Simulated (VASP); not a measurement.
A run of VASP 6.6.1 is set up as follows.

File INCAR:

```
SYSTEM = H20CO12
PREC = Accurate
ENCUT = 520
EDIFF = 1E-6
ISMEAR = -1
SIGMA = 0.05
LREAL = Auto
LASPH = .TRUE.
NELM = 100
ALGO = Normal
ISIF = 2
LWAVE = .FALSE.
LCHARG = .FALSE.
GGA = PE
IVDW = 12
NBANDS = 70
```

The input KPOINTS:

```
regular mesh
0
G
  1 1 1
  0 0 0
```

The input POSCAR:

```
H20CO12
1.0
    7.1530900000      0.0000000000      0.0000000000
    0.0000000000      7.1530900000      0.0000000000
    0.0000000000      0.0000000000      7.1530900000
O H C
12 20 1
Direct
    0.4990531257      0.3762428237      0.3901872687
    0.0411517202      0.3486155657      0.3202084115
    0.4086178342      0.0421162825      0.8526533972
    0.4826432828      0.7499176012      0.3752019813
    0.7344916010      0.3459793151      0.0538695385
    0.8680624742     -0.0236865482      0.3822309000
    0.6947647912      1.1890601397      0.6828140005
   -0.0015088589      0.7360564114      0.1227359841
    0.2245378345      1.0111430043      0.5184425909
    0.6324066431      0.7399399766      0.0187834125
    0.2845253171      0.6122215299      0.7998763488
   -0.0140213977      0.5806550172      0.6699628542
    0.5628368264      0.3380398282      0.2748122852
    0.5660537820      0.3118772657      0.4929665027
    0.1591866655      0.2850045391      0.3522836665
   -0.0026877997      0.3994154228      0.4390736059
    0.3219996778      0.0161722670      0.7479494134
    0.4518823654     -0.0796948704      0.8990003893
    0.4849298372      0.6106811365      0.3965194397
    0.5914848082      0.7965116760      0.4441806759
    0.8588406290      0.3385246451      0.1105346249
    0.7442720982      0.2797274990     -0.0670552949
    0.8901140795      0.1001606522      0.3267587875
    0.9167797805     -0.1130136112      0.2850165133
    0.7619817820      1.0900718206      0.6163455906
    0.5848100275      1.1246630003      0.7447080844
    0.0283919272      0.6149868464      0.1794447196
   -0.1309555852      0.7229010102      0.0715245541
    0.0934746855      0.9807183256      0.4858026273
    0.3011200233      0.9172671583      0.4520868866
    0.5743536317      0.7525444389      0.1445939010
    0.6251383362      0.6053839598     -0.0053229589
    0.1349405540      0.5975166712      0.7372739977
```

Potentials or basis: VASP PAW PBE potentials, release 64 (O, H, C).

Launch:

```console
$ cat potpaw_PBE.64/O/POTCAR potpaw_PBE.64/H/POTCAR potpaw_PBE.64/C/POTCAR > POTCAR
$ mpirun -np 1 vasp_gam > vasp.out
```

Q: Predict the band gap on the k mesh.

A: 4.75 eV.

Q: Estimate the dispersion energy per atom.

A: -0.034 eV.

Q: Predict the pressure.

A: -0.3 GPa.

Stress tensor (GPa, compression positive):
```
 0.24  0.71  0.33
 0.71 -0.47  0.22
 0.33  0.22 -0.61
```

Caveat: the k points lie up to 0.88 Å⁻¹ apart.
